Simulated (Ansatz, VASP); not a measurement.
**Two plane-wave programs on Al8H**

The input INCAR:

```
SYSTEM = Al8H
PREC = Accurate
ENCUT = 520
EDIFF = 1E-6
ISMEAR = 0
SIGMA = 0.1
LREAL = Auto
LASPH = .True.
NELM = 80
ALGO = Normal
ISIF = 2
LWAVE = .False.
LCHARG = .False.
LDIPOL = .True.
IDIPOL = 3
DIPOL = 0.5 0.5 0.291
GGA = PE
NBANDS = 40
```

The input KPOINTS:

```
regular mesh
0
Gamma
  5 4 1
  0 0 0
```

Contents of POSCAR:

```
Al8H
1.0
    5.7135165837      0.0000000000      0.0000000000
    0.0000000000      8.0801326415      0.0000000000
    0.0000000000      0.0000000000     22.2432786975
Al H
16 2
Direct
    0.2500000000      0.2500000000      0.1798296040
    0.2500000000      0.7500000000      0.1798296040
    0.7500000000      0.2500000000      0.1798296040
    0.7500000000      0.7500000000      0.1798296040
    0.0000000000      0.0000000000      0.2440458181
    0.0000000000      0.5000000000      0.2440458181
    0.5000000000      0.0000000000      0.2440458181
    0.5000000000      0.5000000000      0.2440458181
    0.2500000000      0.2500000000      0.3102598702
    0.2500000000      0.7500000000      0.3102598702
    0.7500000000      0.2500000000      0.3102598702
    0.7500000000      0.7500000000      0.3102598702
    0.0000000000      0.0000000000      0.3705963860
    0.0000000000      0.5000000000      0.3705963860
    0.5000000000      0.0000000000      0.3705963860
    0.5000000000      0.5000000000      0.3705963860
    0.7500000000     -0.0464101292      0.4052135847
    0.7500000000      0.0464101292      0.4052135847
```

Input for Ansatz:

```yaml
crystal:
  lattice:
    - [5.7135165837, 0.0, 0.0]
    - [0.0, 8.0801326415, 0.0]
    - [0.0, 0.0, 22.2432786975]
  atoms:
    - { symbol: Al, position: [0.25, 0.25, 0.179829604] }
    - { symbol: Al, position: [0.25, 0.75, 0.179829604] }
    - { symbol: Al, position: [0.75, 0.25, 0.179829604] }
    - { symbol: Al, position: [0.75, 0.75, 0.179829604] }
    - { symbol: Al, position: [0.0, 0.0, 0.2440458181] }
    - { symbol: Al, position: [0.0, 0.5, 0.2440458181] }
    - { symbol: Al, position: [0.5, 0.0, 0.2440458181] }
    - { symbol: Al, position: [0.5, 0.5, 0.2440458181] }
    - { symbol: Al, position: [0.25, 0.25, 0.3102598702] }
    - { symbol: Al, position: [0.25, 0.75, 0.3102598702] }
    - { symbol: Al, position: [0.75, 0.25, 0.3102598702] }
    - { symbol: Al, position: [0.75, 0.75, 0.3102598702] }
    - { symbol: Al, position: [0.0, 0.0, 0.370596386] }
    - { symbol: Al, position: [0.0, 0.5, 0.370596386] }
    - { symbol: Al, position: [0.5, 0.0, 0.370596386] }
    - { symbol: Al, position: [0.5, 0.5, 0.370596386] }
    - { symbol: H, position: [0.75, -0.0464101292, 0.4052135847] }
    - { symbol: H, position: [0.75, 0.0464101292, 0.4052135847] }
basis:
  ecutwfc: 420
kpoints:
  mp_grid: { grid: [5, 4, 1] }
hamiltonian:
  xc: pbe
  pseudopotentials: { kind: paw, azcp: { folder: soft_1 } }
scf:
  occupations: { method: gaussian, width: 0.1 }
output:
  forces: true
  eigenvalues: true
efield:
  axis: 3
  dipole_correction: true
  ramp_width: 0.04
```

Alike in both runs: task single point; functional PBE; k mesh 5 × 4 × 1; occupations gaussian, width 0.1 eV; no spin polarisation.

```csv
,VASP,Ansatz
version,VASP 6.6.1,Ansatz 0.2.0
potentials or method,"VASP PAW PBE potentials, release 64 (Al, H), cutoff 520 eV","scalar-relativistic, plane waves, PAW"
valence electrons in the cell,50,50
```

VASP gave:

| Quantity | Value |
| --- | --- |
| gap on the k mesh at the Fermi level (eV) | none |
| rms of the force components (eV/Å) | 1.147 |

Problem. Which values does Ansatz return?

Solution. gap on the k mesh at the Fermi level (eV): none; rms of the force components (eV/Å): 1.151.

Atom by atom the forces differ by 0.004 eV/Å (rms over components). A gap of «none» marks a metal or a gap that the smearing closes.
